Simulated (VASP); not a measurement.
# PbS (P1) in VASP: single point with PBE

Aim: the single point of PbS with PBE.

Everything below comes from runs of VASP 6.6.1. Logs are shortened: lines on timing, memory, paths and dates and some standing lists are left out, and cuts for length are marked.

### 1 The cell of the first run

The typed cell holds 16 atoms: a = 8.402 Å, b = 8.402 Å, c = 8.402 Å, α = 60.00°, β = 60.00°, γ = 60.00°.

### 2 Single point, PBE

Input file INCAR:

```
SYSTEM = PbS
  PREC = Accurate
  ENCUT = 520
  EDIFF = 1E-6
  ISMEAR = -1
  SIGMA = 0.052
  LREAL = Auto
  LASPH = .TRUE.
  NELM = 100
  ALGO = Normal
  ISIF = 2
  LWAVE = .FALSE.
  LCHARG = .FALSE.
  GGA = PE
  NBANDS = 94
```

Input file KPOINTS:

```
regular mesh
0
G
  2 2 2
  0 0 0
```

Input file POSCAR:

```
PbS
1.0
    0.0000000000      5.9411366537      5.9411366537
    5.9411366537      0.0000000000      5.9411366537
    5.9411366537      5.9411366537      0.0000000000
Pb S
8 8
Direct
   -0.0018070616      0.0003379825      0.0000449409
    0.0020058451     -0.0011492750      0.4974968886
    0.0007390000      0.4967856611      0.0014003213
    0.0035430931      0.4997701910      0.4966842495
    0.5039100553      0.0067038519     -0.0001108374
    0.4900839132      0.0054998735      0.5018166849
    0.4977399397      0.4948041379      0.0004367851
    0.5025859821      0.4902156220      0.5029354102
    0.2574381956      0.2583146272      0.2243719641
    0.2516146467      0.2576459841      0.7559851358
    0.2451741283      0.7556023808      0.2608413323
    0.2401518570      0.7459124841      0.7693611957
    0.7592915738      0.2691336849      0.2453400898
    0.7564066881      0.2492231009      0.7513616939
    0.7489820988      0.7558035207      0.2424064761
    0.7486909087      0.7538104678      0.7457805229
```

Potentials or basis: VASP PAW PBE potentials, release 64 (Pb_d, S).

Run with:

```sh
$ cat potpaw_PBE.64/Pb_d/POTCAR potpaw_PBE.64/S/POTCAR > POTCAR
$ mpirun -np 1 vasp_std > vasp.out
```

OUTCAR:

```text
SYSTEM = PbS
   PREC = Accurate
   ENCUT = 520
   EDIFF = 1E-6
   ISMEAR = -1
   LREAL = Auto
   LASPH = .TRUE.
   NELM = 100
   ISIF = 2
   GGA = PE

 ion  position               nearest neighbor table
   1  0.998  0.000  0.000-  12 2.88  14 2.91  15 2.93  11 3.02  10 3.04  13 3.06   5 4.13
   2  0.002  0.999  0.497-  11 2.85  13 2.95  16 2.96  14 3.00  12 3.03   9 3.06
   3  0.001  0.497  0.001-  13 2.79   9 2.85  10 2.88  12 2.90  15 2.97  16 3.02
   4  0.004  0.500  0.497-  14 2.96  11 2.96  16 2.99  10 3.02  15 3.02   9 3.06   6 4.12
   5  0.504  0.007  1.000-   9 2.83  15 2.90  14 2.94  10 2.95  16 3.01  11 3.03   7 4.08   8 4.12
                             1 4.13
   6  0.490  0.005  0.502-  16 2.99  10 3.01  15 3.03  12 3.03   9 3.04  13 3.17   4 4.12   8 4.13

   7  0.498  0.495  0.000-   9 2.84  12 2.91  14 2.94  13 3.02  16 3.03  11 3.10   5 4.08
   8  0.503  0.490  0.503-  13 2.85  10 2.88  11 2.97  14 2.99  15 3.04  12 3.10   5 4.12   6 4.13

   9  0.257  0.258  0.224-   5 2.83   7 2.84   3 2.85   6 3.04   4 3.06   2 3.06
  10  0.252  0.258  0.756-   8 2.88   3 2.88   5 2.95   6 3.01   4 3.02   1 3.04
  11  0.245  0.756  0.261-   2 2.85   4 2.96   8 2.97   1 3.02   5 3.03   7 3.10
  12  0.240  0.746  0.769-   1 2.88   3 2.90   7 2.91   6 3.03   2 3.03   8 3.10
  13  0.759  0.269  0.245-   3 2.79   8 2.85   2 2.95   7 3.02   1 3.06   6 3.17
  14  0.756  0.249  0.751-   1 2.91   7 2.94   5 2.94   4 2.96   8 2.99   2 3.00
  15  0.749  0.756  0.242-   5 2.90   1 2.93   3 2.97   4 3.02   6 3.03   8 3.04
  16  0.749  0.754  0.746-   2 2.96   6 2.99   4 2.99   5 3.01   3 3.02   7 3.03

  LATTYP: Found a face centered cubic cell.
 ALAT       =    11.8822733074

  Lattice vectors:

 A1 = (   0.0000000000,   5.9411366537,   5.9411366537)
 A2 = (   5.9411366537,   0.0000000000,   5.9411366537)
 A3 = (   5.9411366537,   5.9411366537,   0.0000000000)

Analysis of symmetry for initial positions (statically):
=====================================================================
 Subroutine PRICEL returns:
 Original cell was already a primitive cell.

 Routine SETGRP: Setting up the symmetry group for a
 face centered cubic supercell.

 Subroutine GETGRP returns: Found  1 space group operations
 (whereof  1 operations were pure point group operations)
 out of a pool of 48 trial point group operations.

The static configuration has the point symmetry C_1 .

Analysis of symmetry for dynamics (positions and initial velocities):
=====================================================================
 Subroutine PRICEL returns:
 Original cell was already a primitive cell.

 Routine SETGRP: Setting up the symmetry group for a
 face centered cubic supercell.

 Subroutine GETGRP returns: Found  1 space group operations
 (whereof  1 operations were pure point group operations)
 out of a pool of 48 trial point group operations.

The dynamic configuration has the point symmetry C_1 .

 Subroutine INISYM returns: Found  1 space group operations
 (whereof  1 operations are pure point group operations),
 and found     1 'primitive' translations

----------------------------------------------------------------------------------------

                                     Primitive cell

  volume of cell :     419.4098

  direct lattice vectors                    reciprocal lattice vectors
     0.000000000  5.941136654  5.941136654    -0.084158980  0.084158980  0.084158980
     5.941136654  0.000000000  5.941136654     0.084158980 -0.084158980  0.084158980
     5.941136654  5.941136654  0.000000000     0.084158980  0.084158980 -0.084158980

  length of vectors
     8.402036032  8.402036032  8.402036032     0.145767629  0.145767629  0.145767629

  position of ions in fractional coordinates (direct lattice)
     0.998192938  0.000337982  0.000044941
     0.002005845  0.998850725  0.497496889
     0.000739000  0.496785661  0.001400321
     0.003543093  0.499770191  0.496684249
     0.503910055  0.006703852  0.999889163
     0.490083913  0.005499873  0.501816685
[... 8 lines left out ...]
     0.748982099  0.755803521  0.242406476
     0.748690909  0.753810468  0.745780523

  ion indices of the primitive-cell ions
   primitive index   ion index
                 1           1
                 2           2
                 3           3
                 4           4
                 5           5
                 6           6
[... 8 lines left out ...]
                15          15
                16          16

----------------------------------------------------------------------------------------

 KPOINTS: regular mesh

Automatic generation of k-mesh.
 Grid dimensions read from file:
 generate k-points for:    2    2    2

 Generating k-lattice:

  Cartesian coordinates                     Fractional coordinates (reciprocal lattice)
    -0.042079490  0.042079490  0.042079490     0.500000000  0.000000000  0.000000000
     0.042079490 -0.042079490  0.042079490     0.000000000  0.500000000  0.000000000
     0.042079490  0.042079490 -0.042079490     0.000000000  0.000000000  0.500000000

  Length of vectors
     0.072883815  0.072883815  0.072883815

  Shift w.r.t. Gamma in fractional coordinates (k-lattice)
     0.000000000  0.000000000  0.000000000

 Subroutine IBZKPT returns following result:
 ===========================================

 Found      8 irreducible k-points:

 Following reciprocal coordinates:
            Coordinates               Weight
  0.000000  0.000000  0.000000      1.000000
  0.500000  0.000000  0.000000      1.000000
  0.000000  0.500000  0.000000      1.000000
  0.000000  0.000000  0.500000      1.000000
  0.500000  0.500000  0.500000      1.000000
  0.500000  0.500000  0.000000      1.000000
  0.000000  0.500000  0.500000      1.000000
  0.500000  0.000000  0.500000      1.000000
   k-points           NKPTS =      8   k-points in BZ     NKDIM =      8   number of bands    NBANDS=     94
   number of dos      NEDOS =    301   number of ions     NIONS =     16
   total plane-waves  NPLWV = 262144
   dimension x,y,z NGX =    64 NGY =   64 NGZ =   64
   dimension x,y,z NGXF=   128 NGYF=  128 NGZF=  128
   ions per type =               8   8
   NGX,Y,Z   is equivalent  to a cutoff of  12.66, 12.66, 12.66 a.u.
   NGXF,Y,Z  is equivalent  to a cutoff of  25.33, 25.33, 25.33 a.u.
 SYSTEM =  PbS
   PREC   = accura    normal or accurate (medium, high low for compatibility)
   ISTART =      0    job   : 0-new  1-cont  2-samecut
   ICHARG =      2    charge: 1-file 2-atom 10-const
   ISPIN  =      1    spin polarized calculation?
   LNONCOLLINEAR =      F non collinear calculations
   LSORBIT =      F    spin-orbit coupling
   LASPH  =      T    aspherical Exc in radial PAW
   ENCUT  =  520.0 eV  38.22 Ry    6.18 a.u.  15.62 15.62 15.62*2*pi/ulx,y,z
   NELM   =    100;   NELMIN=  2; NELMDL= -5     # of ELM steps
   EDIFF  = 0.1E-05   stopping-criterion for ELM
   LREAL  =      T    real-space projection
   EDIFFG = 0.1E-04   stopping-criterion for IOM
   NSW    =      0    number of steps for IOM
   IBRION =     -1    ionic relax: 0-MD 1-quasi-New 2-CG
   NFREE  =      0    steps in history (QN), initial steepest desc. (CG)
   ISIF   =      2    stress and relaxation
   ISYM   =      2    0-nonsym 1-usesym 2-fastsym
   POTIM  = 0.5000    time-step for ionic-motion
   TEBEG  =    0.0;   TEEND  =   0.0 temperature during run
   PSTRESS=    0.0 pullay stress
   NELECT =     160.0000    total number of electrons
   NUPDOWN=      -1.0000    fix difference up-down
   EMIN   =  10.00;   EMAX   =-10.00  energy-range for DOS
   EFERMI =   0.00;   METHOD = LEGACY
   ISMEAR =    -1;   SIGMA  =   0.05  broadening in eV -4-tet -1-fermi 0-gaus
   EFERMI_NEDOS =   21; number of points for ismear=-14 and -15
   IALGO  =     38    algorithm
   IMIX   =      4    mixing-type and parameters
     AMIX     =   0.40;   BMIX     =  1.00
     AMIX_MAG =   1.60;   BMIX_MAG =  1.00
  volume/ion in A,a.u.               =      26.21       176.89
  Fermi-wavevector in a.u.,A,eV,Ry     =   1.187322  2.243714 19.180598  1.409734
  Thomas-Fermi vector in A             =   2.323476
   LORBIT       =      0    0 simple, 1 ext, 2 COOP (PROOUT), +10 PAW based schemes
   GGA     = PE    functional components
   LHFCALC =     F    Hartree Fock is set to
   AEXX    =    0.0000 exact exchange contribution
   IVDW    =     0    specifies the selected vdW correction
   LEPSILON=     F    determine dielectric tensor
   LRPA    =     F    only Hartree local field effects (RPA)
 non-spin polarized calculation
  energy-cutoff  :      520.00
  volume of cell :      419.41
 maximum number of plane-waves:     11311
 NGX is ok and might be reduce to    64
   NGX = 31   NGY = 31   NGZ = 31

 number of electron     160.0000001 magnetization

 Free energy of the ion-electron system (eV)
  ---------------------------------------------------
  ext. energy  EPLUGINS =         0.00000000
  ---------------------------------------------------
  free energy    TOTEN  =       -69.75644058 eV

  energy without entropy =      -69.74919551  energy(sigma->0) =      -69.75281805

 E-fermi :   5.9379     XC(G=0):  -9.6596

 val. band max:        5.7402773714   @ k =   0.0000   0.0000   0.0000
 cond. band min:       6.1336739594   @ k =   0.0000   0.0000   0.0000
 fundamental gap:      0.3933965880
 Fermi energy:         5.9379089447

 k-point     1 :       0.0000    0.0000    0.0000
  band No.  band energies     occupation
      1     -11.2581      2.00000
      2     -11.2574      2.00000
      3     -11.2194      2.00000
      4     -11.2145      2.00000
      5     -11.2091      2.00000
      6     -11.2020      2.00000
[... 84 lines left out ...]
     91       7.7770      0.00000
     92       7.8034      0.00000

 k-point     2 :       0.5000    0.0000    0.0000
  band No.  band energies     occupation
      1     -11.2414      2.00000
      2     -11.2373      2.00000
      3     -11.2165      2.00000
      4     -11.2116      2.00000
      5     -11.2029      2.00000
      6     -11.1680      2.00000
[... 559 lines left out ...]
     91       8.2944      0.00000
     92       8.3454      0.00000

 k-point     8 :       0.5000    0.0000    0.5000
  band No.  band energies     occupation
      1     -11.2424      2.00000
      2     -11.2309      2.00000
      3     -11.2178      2.00000
      4     -11.2101      2.00000
      5     -11.2005      2.00000
      6     -11.1743      2.00000
[... 84 lines left out ...]
     91       8.3070      0.00000
     92       8.3464      0.00000
 [bands above 92 left out]

------------------------ aborting loop because EDIFF is reached ----------------------------------------

  FORCE on cell =-STRESS in cart. coord.  units (eV):
  Direction    XX          YY          ZZ          XY          YZ          ZX
  --------------------------------------------------------------------------------------
  -------------------------------------------------------------------------------------
  Total        5.7701560      5.1551143      6.1281296      0.1439592     -0.0854593     -0.0518650
  in kB       22.0424323     19.6929263     23.4099186      0.5499350     -0.3264611     -0.1981282
  external PRESSURE =      21.7150924 kB  Pullay stress =       0.0000000 kB

 VOLUME and BASIS-vectors are now :
 -----------------------------------------------------------------------------
  energy-cutoff  :      520.00
  volume of cell :      419.41
      direct lattice vectors                 reciprocal lattice vectors
     0.000000000  5.941136654  5.941136654    -0.084158980  0.084158980  0.084158980
     5.941136654  0.000000000  5.941136654     0.084158980 -0.084158980  0.084158980
     5.941136654  5.941136654  0.000000000     0.084158980  0.084158980 -0.084158980

 POSITION                                       TOTAL-FORCE (eV/Angst)
 -----------------------------------------------------------------------------------
      0.00228      5.93067      5.93241        -0.030370      0.170602     -0.101723
      8.89001      2.96761      5.94623        -0.050721      0.025775     -0.224869
      2.95979      0.01271      2.95586         0.096574     -0.311559      0.113124
      5.92007      2.97192      2.99025         0.219150     -0.077438      0.058118
      5.98031      8.93428      3.03363        -0.375154      0.005508     -0.235876
      3.01404      5.89302      2.94433        -0.161130      0.288900     -0.107799
[... 8 lines left out ...]
      5.93050      5.88998      8.94014         0.373805      0.308279      0.098569
      8.90928      8.87886      8.92657        -0.214827     -0.290626      0.201378
 -----------------------------------------------------------------------------------
    total drift:                                0.016221      0.000557      0.001710

  FREE ENERGIE OF THE ION-ELECTRON SYSTEM (eV)
  ---------------------------------------------------
  free  energy   TOTEN  =       -69.7564405846 eV

  energy  without entropy=      -69.7491955078  energy(sigma->0) =      -69.75281805
```

Wall time 6.6 min (1 thread of Intel Xeon Platinum 8488C (Sapphire Rapids), shared host); peak memory 0.63 GiB.

Results:

```yaml
Free_energy: -69.7564 eV
Pressure: 2.2 GPa
Largest_force: 0.753 eV/Å
Band_gap_on_the_k_mesh: 0.39 eV
```

Forces in eV/Å, atoms in the order of the input:
```
Pb  -0.030  0.171 -0.102
Pb  -0.051  0.026 -0.225
Pb   0.097 -0.312  0.113
Pb   0.219 -0.077  0.058
Pb  -0.375  0.006 -0.236
Pb  -0.161  0.289 -0.108
Pb   0.087 -0.009  0.316
Pb   0.140 -0.121  0.158
S    0.383  0.362 -0.202
S   -0.338 -0.234 -0.059
S   -0.208 -0.024  0.022
S   -0.048 -0.076  0.680
S   -0.083  0.067 -0.745
S    0.209 -0.085  0.028
S    0.374  0.308  0.099
S   -0.215 -0.291  0.201
```

Caveat: the k points lie up to 0.46 Å⁻¹ apart; spin-orbit coupling is left out, which moves the levels of the heavy elements.
